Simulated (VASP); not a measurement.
Crystal: HfO2.

```xyz
3
Lattice="0.0000 2.5575 2.5575 2.5575 0.0000 2.5575 2.5575 2.5575 0.0000" Properties=species:S:1:pos:R:3 pbc="T T T"
Hf    0.0000    0.0000    0.0000
O     3.8363    3.8363    3.8363
O     1.2788    1.2788    1.2788
```

* Program: VASP 6.6.1
* Task: relaxation of cell and atoms
* Functional: PBEsol
* Dispersion: D4
* Potentials or basis: VASP PAW PBE potentials, release 64 (Hf_pv, O)
* Cutoff: 600 eV
* k mesh: 9 × 9 × 9
* Occupations: fermi-dirac, width 0.05 eV
* Spin: no spin polarisation

At the start: pressure -15.4 GPa; volume 11.15 Å³/atom.

Task: How do energy, volume and symmetry change on relaxing?

Result: Over 4 steps the energy falls by 35.5 meV/atom and the volume is 10.46 Å³/atom (-6.2 %); space group Fm-3m (No. 225, to 0.05 Å).

The path:
| step | energy change (eV) | largest force (eV/Å) | pressure (GPa) | volume (Å³) |
| --- | --- | --- | --- | --- |
| 1 | 0.0000 | 0.0000 | -15.45 | 33.46 |
| 2 | 0.1581 | 0.0000 | 32.31 | 28.51 |
| 3 | -0.1064 | 0.0000 | -0.46 | 31.42 |
| 4 | -0.1065 | 0.0000 | -0.04 | 31.38 |

Final structure:
```yaml
crystal:
  lattice:
    - [0.00000, 2.50335, 2.50335]
    - [2.50335, 0.00000, 2.50335]
    - [2.50335, 2.50335, 0.00000]
  atoms:
    - { symbol: Hf, position: [0.00000, 0.00000, 0.00000] }
    - { symbol: O, position: [0.75000, 0.75000, 0.75000] }
    - { symbol: O, position: [0.25000, 0.25000, 0.25000] }
```

Caveat: the PAW data sets were made with another functional, which shifts forces and pressure a little.
